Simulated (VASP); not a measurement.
# GaAs (F-43m) in VASP: settings compared, part 2 of 2

VASP 6.6.1. The steps go on from the part before.

## 3. Relaxation of cell and atoms, LDA

Contents of INCAR:

```
SYSTEM = GaAs
PREC = Accurate
ENCUT = 600
EDIFF = 1E-7
ISMEAR = -1
SIGMA = 0.02
LREAL = .False.
LASPH = .True.
NELM = 100
ALGO = Normal
ISIF = 3
LWAVE = .False.
LCHARG = .False.
GGA = CA
IBRION = 2
NSW = 80
EDIFFG = -0.005
```

Contents of KPOINTS:

```
regular mesh
0
Gamma
  8 8 8
  0 0 0
```

Contents of POSCAR:

```
GaAs
1.0
    0.0000000000      2.8722543143      2.8722543143
    2.8722543143      0.0000000000      2.8722543143
    2.8722543143      2.8722543143      0.0000000000
Ga As
1 1
Direct
    0.0000000000      0.0000000000      0.0000000000
    0.2500000000      0.2500000000      0.2500000000
```

Potentials or basis: VASP PAW LDA potentials, release 64 (Ga_d, As).

The run is started by

```
> cat potpaw_LDA.64/Ga_d/POTCAR potpaw_LDA.64/As/POTCAR > POTCAR
> mpirun -np 1 vasp_std > vasp.out
```

OUTCAR:

```text
SYSTEM = GaAs
   PREC = Accurate
   ENCUT = 600
   EDIFF = 1E-7
   ISMEAR = -1
   LREAL = .False.
   LASPH = .True.
   NELM = 100
   ISIF = 3
   GGA = CA
   IBRION = 2
   NSW = 80
   EDIFFG = -0.005

 ion  position               nearest neighbor table
   1  0.000  0.000  0.000-   2 2.49   2 2.49   2 2.49   2 2.49
   2  0.250  0.250  0.250-   1 2.49   1 2.49   1 2.49   1 2.49

  LATTYP: Found a face centered cubic cell.
 ALAT       =     5.7445086286

  Lattice vectors:

 A1 = (   0.0000000000,   2.8722543143,   2.8722543143)
 A2 = (   2.8722543143,   0.0000000000,   2.8722543143)
 A3 = (   2.8722543143,   2.8722543143,   0.0000000000)

Analysis of symmetry for initial positions (statically):
=====================================================================
 Subroutine PRICEL returns:
 Original cell was already a primitive cell.

 Routine SETGRP: Setting up the symmetry group for a
 face centered cubic supercell.

 Subroutine GETGRP returns: Found 24 space group operations
 (whereof 24 operations were pure point group operations)
 out of a pool of 48 trial point group operations.

The static configuration has the point symmetry T_d .

Analysis of symmetry for dynamics (positions and initial velocities):
=====================================================================
 Subroutine PRICEL returns:
 Original cell was already a primitive cell.

 Routine SETGRP: Setting up the symmetry group for a
 face centered cubic supercell.

 Subroutine GETGRP returns: Found 24 space group operations
[... 149 lines left out ...]
  free energy    TOTEN  =        -9.58893047 eV

  energy without entropy =       -9.58875880  energy(sigma->0) =       -9.58884463

 E-fermi :   3.3756     XC(G=0):  -9.7030

 val. band max:        3.3576166297   @ k =   0.0000   0.0000   0.0000
 cond. band min:       4.0904889610   @ k =   0.5000   0.0000   0.0000
 fundamental gap:      0.7328723313
 Fermi energy:         3.3756319611

 k-point     1 :       0.0000    0.0000    0.0000
  band No.  band energies     occupation
      1     -11.4911      2.00000
      2     -11.4911      2.00000
      3     -11.4911      2.00000
      4     -11.4239      2.00000
      5     -11.4239      2.00000
      6      -9.0753      2.00000
      7       3.3382      1.73358
      8       3.3576      1.42222
      9       3.3576      1.42222
     10       3.3576      1.42221
     11       7.0151      0.00000
     12       7.0151      0.00000
     13       7.0151      0.00000
[... 439 lines left out ...]
--------------------------------------- Ionic step        3  -------------------------------------------

 number of electron      18.0000006 magnetization

 Free energy of the ion-electron system (eV)
  ---------------------------------------------------
  ext. energy  EPLUGINS =         0.00000000
  ---------------------------------------------------
  free energy    TOTEN  =        -9.63740459 eV

  energy without entropy =       -9.63740458  energy(sigma->0) =       -9.63740459

 E-fermi :   4.2956     XC(G=0): -10.0161

 val. band max:        4.0299641869   @ k =   0.0000   0.0000   0.0000
 cond. band min:       4.5392217249   @ k =   0.0000   0.0000   0.0000
 fundamental gap:      0.5092575380
 Fermi energy:         4.2956174731

 k-point     1 :       0.0000    0.0000    0.0000
  band No.  band energies     occupation
      1     -10.9459      2.00000
      2     -10.9459      2.00000
      3     -10.9459      2.00000
      4     -10.8619      2.00000
      5     -10.8619      2.00000
      6      -8.9059      2.00000
      7       4.0300      2.00000
      8       4.0300      2.00000
      9       4.0300      2.00000
     10       4.5392      0.00001
     11       7.7080      0.00000
     12       7.7080      0.00000
     13       7.7080      0.00000
[... 397 lines left out ...]
  FREE ENERGIE OF THE ION-ELECTRON SYSTEM (eV)
  ---------------------------------------------------
  free  energy   TOTEN  =        -9.6374045940 eV

  energy  without entropy=       -9.6374045830  energy(sigma->0) =       -9.63740459

 reached required accuracy - stopping structural energy minimisation
```

Wall time 25 s (1 thread of AMD EPYC 9R45 (Zen 5), shared host); peak memory 0.15 GiB.

Results:

| Property | Result |
| --- | --- |
| Free energy | -9.6374 eV |
| Relaxed volume | 22.06 Å³/atom |
| Relaxed cell | a = 3.967 Å, b = 3.967 Å, c = 3.967 Å, α = 60.00°, β = 60.00°, γ = 60.00° |
| Space group after relaxing (to 0.05 Å) | F-43m (No. 216) |
| Energy gained by relaxing | 24.2 meV/atom |
| Ionic steps | 3 |
| Pressure after relaxing | 0.0 GPa |
| Band gap on the k mesh | 0.51 eV, direct |

The path:
```
step  energy change (eV)  largest force (eV/Å)  pressure (GPa)  volume (Å³)
   1              0.0000                0.0000           -4.40        47.39
   2             -0.0420                0.0000            1.96        43.06
   3             -0.0485                0.0000            0.02        44.13
```

Final structure:
```
Ga As
1.0
     0.00000    2.80475    2.80475
     2.80475    0.00000    2.80475
     2.80475    2.80475    0.00000
Ga As
1 1
Direct
  0.00000 0.00000 0.00000
  0.25000 0.25000 0.25000
```

Levels at points of the mesh, in eV from the valence-band top:
```csv
k point,band 6,band 7,band 8,band 9,band 10,band 11,band 12,band 13
"(0.00, 0.00, 0.00)",-12.94,0.00,0.00,0.00,0.51,3.68,3.68,3.68
"(0.50, 0.00, 0.00)",-11.10,-6.82,-1.18,-1.18,0.93,4.59,4.59,7.59
"(0.50, 0.50, 0.00)",-10.33,-6.99,-2.77,-2.77,1.30,1.54,10.23,10.23
```
